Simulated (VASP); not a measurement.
# Al in VASP: further runs, part 2 of 2

VASP 6.6.1. Earlier steps stand in the parts before.

### Step 3. Single point, PBE

Contents of INCAR:

```
SYSTEM = Al
PREC = Accurate
ENCUT = 520
EDIFF = 1E-6
ISMEAR = 0
SIGMA = 0.1
LREAL = .FALSE.
LASPH = .TRUE.
NELM = 60
ALGO = Fast
ISIF = 2
LWAVE = .FALSE.
LCHARG = .TRUE.
GGA = PE
LELF = .TRUE.
LVHAR = .TRUE.
ISYM = 0
NBANDS = 10
```

Contents of KPOINTS:

```
Automatic mesh
0
G
  9 6 24
  0 0 0
```

Contents of POSCAR:

```
Al
1.0
    4.0626004218      0.0000000000      0.0000000000
    0.0000000000      5.7453846150      0.0000000000
   -2.0313002109      1.4363461538      1.4193066071
Al
2
Direct
    0.0000000000      0.5000000000      0.0000000000
    0.0000000000      0.0000000000      0.0000000000
```

Potentials or basis: VASP PAW PBE potentials, release 64 (Al).

On the command line:

```console
$ cat potpaw_PBE.64/Al/POTCAR > POTCAR
$ mpirun -np 1 vasp_std > vasp.out
```

OUTCAR:

```text
SYSTEM = Al
   PREC = Accurate
   ENCUT = 520
   EDIFF = 1E-6
   ISMEAR = 0
   LREAL = .FALSE.
   LASPH = .TRUE.
   NELM = 60
   ISIF = 2
   GGA = PE
   ISYM = 0

 ion  position               nearest neighbor table
   1  0.000  0.500  0.000-   2 2.86   2 2.86   2 2.86   2 2.86   2 2.87   2 2.87
   2  0.000  0.000  0.000-   1 2.86   1 2.86   1 2.86   1 2.86   1 2.87   1 2.87

IMPORTANT INFORMATION: All symmetrisations will be switched off!
NOSYMM: (Re-)initialisation of all symmetry stuff for point group C_1.

----------------------------------------------------------------------------------------

                                     Primitive cell

  volume of cell :      33.1283

  direct lattice vectors                    reciprocal lattice vectors
     4.062600422  0.000000000  0.000000000     0.246147762  0.000000000  0.352284698
     0.000000000  5.745384615  0.000000000     0.000000000  0.174052751 -0.176142349
    -2.031300211  1.436346154  1.419306607     0.000000000  0.000000000  0.704569397

  length of vectors
     4.062600422  5.745384615  2.864210548     0.429759502  0.247629739  0.704569397

  position of ions in fractional coordinates (direct lattice)
     0.000000000  0.500000000  0.000000000
     0.000000000  0.000000000  0.000000000

  ion indices of the primitive-cell ions
   primitive index   ion index
                 1           1
                 2           2

----------------------------------------------------------------------------------------

 KPOINTS: Automatic mesh

Automatic generation of k-mesh.
 Grid dimensions read from file:
 generate k-points for:    9    6   24

 Generating k-lattice:

  Cartesian coordinates                     Fractional coordinates (reciprocal lattice)
     0.027349751  0.000000000  0.039142744     0.111111111  0.000000000  0.000000000
     0.000000000  0.029008792 -0.029357058     0.000000000  0.166666667  0.000000000
     0.000000000  0.000000000  0.029357058     0.000000000  0.000000000  0.041666667

  Length of vectors
     0.047751056  0.041271623  0.029357058

[... 79 lines left out ...]
  Thomas-Fermi vector in A             =   2.052185
   LORBIT       =      0    0 simple, 1 ext, 2 COOP (PROOUT), +10 PAW based schemes
   GGA     = PE    functional components
   LHFCALC =     F    Hartree Fock is set to
   AEXX    =    0.0000 exact exchange contribution
   IVDW    =     0    specifies the selected vdW correction
   LEPSILON=     F    determine dielectric tensor
   LRPA    =     F    only Hartree local field effects (RPA)
 non-spin polarized calculation
 RMM-DIIS sequential band-by-band and
 Gauss-broadening in eV      SIGMA  =   0.10
  energy-cutoff  :      520.00
  volume of cell :       33.13
 maximum number of plane-waves:       908
 NGX is ok and might be reduce to    30
   NGX = 15   NGY = 21   NGZ = 11

 number of electron       6.0000000 magnetization

 Free energy of the ion-electron system (eV)
  ---------------------------------------------------
  ext. energy  EPLUGINS =         0.00000000
  ---------------------------------------------------
  free energy    TOTEN  =        -7.48973862 eV

  energy without entropy =       -7.48394448  energy(sigma->0) =       -7.48684155

 E-fermi :   7.9679     XC(G=0): -10.1823

 val. band max:        7.9664950973   @ k =   0.0000   0.1667   0.3333
 cond. band min:       7.9694798513   @ k =  -0.2222  -0.1667   0.3333
 fundamental gap:      0.0029847540
 Fermi energy:         7.9679473426

 k-point     1 :       0.0000    0.0000    0.0000
  band No.  band energies     occupation
      1      -3.1478      2.00000
      2       5.0743      2.00000
      3       6.4015      2.00000
      4      13.1950      0.00000
      5      13.4802      0.00000
      6      13.5218      0.00000
      7      16.9555      0.00000
      8      20.3922      0.00000
      9      20.5109      0.00000
     10      20.7698      0.00000
[... 287 lines left out ...]
 k-point    24 :       0.0000    0.5000    0.0000
  band No.  band energies     occupation
      1      -0.8963      2.00000
      2      -0.8963      2.00000
      3      15.3336      0.00000
      4      15.3336      0.00000
      5      15.4019      0.00000
      6      15.4019      0.00000
      7      15.5382      0.00000
      8      15.5382      0.00000
      9      16.2783      0.00000
     10      16.2783      0.00000

 [... further k-points ...]
[... 5 lines left out ...]
  --------------------------------------------------------------------------------------
  -------------------------------------------------------------------------------------
  Total       -0.1723615     -0.0429459      0.0762585     -0.0000004      0.0000016      0.0552969
  in kB       -8.3358790     -2.0769812      3.6880730     -0.0000210      0.0000795      2.6743125
  external PRESSURE =      -2.2415957 kB  Pullay stress =       0.0000000 kB

 VOLUME and BASIS-vectors are now :
 -----------------------------------------------------------------------------
  energy-cutoff  :      520.00
  volume of cell :       33.13
      direct lattice vectors                 reciprocal lattice vectors
     4.062600422  0.000000000  0.000000000     0.246147762  0.000000000  0.352284698
     0.000000000  5.745384615  0.000000000     0.000000000  0.174052751 -0.176142349
    -2.031300211  1.436346154  1.419306607     0.000000000  0.000000000  0.704569397

 POSITION                                       TOTAL-FORCE (eV/Angst)
 -----------------------------------------------------------------------------------
      0.00000      2.87269      0.00000        -0.000000      0.000000     -0.000000
      0.00000      0.00000      0.00000         0.000000     -0.000000      0.000000
 -----------------------------------------------------------------------------------
    total drift:                                0.000000     -0.000000      0.000000

  FREE ENERGIE OF THE ION-ELECTRON SYSTEM (eV)
  ---------------------------------------------------
  free  energy   TOTEN  =        -7.4897386165 eV

  energy  without entropy=       -7.4839444843  energy(sigma->0) =       -7.48684155
```

OSZICAR:

```text
N       E                     dE             d eps       ncg     rms          rms(c)
DAV:   1    -0.335245061852E+00   -0.33525E+00   -0.21515E+03 13048   0.438E+02
DAV:   2    -0.737962562444E+01   -0.70444E+01   -0.67876E+01 17104   0.548E+01
DAV:   3    -0.753353143679E+01   -0.15391E+00   -0.15249E+00 16828   0.635E+00
DAV:   4    -0.753428673209E+01   -0.75530E-03   -0.75495E-03 15452   0.497E-01
DAV:   5    -0.753429346824E+01   -0.67361E-05   -0.67362E-05 15594   0.460E-02    0.183E+00
RMM:   6    -0.750854397167E+01    0.25749E-01   -0.25288E-03 13147   0.305E-01    0.108E+00
RMM:   7    -0.748975147500E+01    0.18792E-01   -0.77408E-03 13560   0.512E-01    0.158E-01
RMM:   8    -0.748973815567E+01    0.13319E-04   -0.28324E-04 14167   0.118E-01    0.213E-02
RMM:   9    -0.748974082234E+01   -0.26667E-05   -0.45784E-05 14566   0.464E-02    0.160E-02
RMM:  10    -0.748974038932E+01    0.43302E-06   -0.10262E-05 14941   0.224E-02    0.296E-02
RMM:  11    -0.748973879767E+01    0.15917E-05   -0.18734E-06 13903   0.849E-03    0.787E-03
RMM:  12    -0.748973861646E+01    0.18121E-06   -0.52933E-07 10208   0.533E-03
   1 F= -.74897386E+01 E0= -.74868416E+01  d E =-.579413E-02
```

It took 1.8 min on 1 thread of Intel Xeon 6975P-C (Granite Rapids), shared host; peak memory 0.31 GiB.

Results:

```yaml
Free_energy: -7.4897 eV
Pressure: -0.2 GPa
Band_gap_on_the_k_mesh: zero (band 3 reaches 15.33 eV, above the bottom of band 4 at 3.95 eV)
```
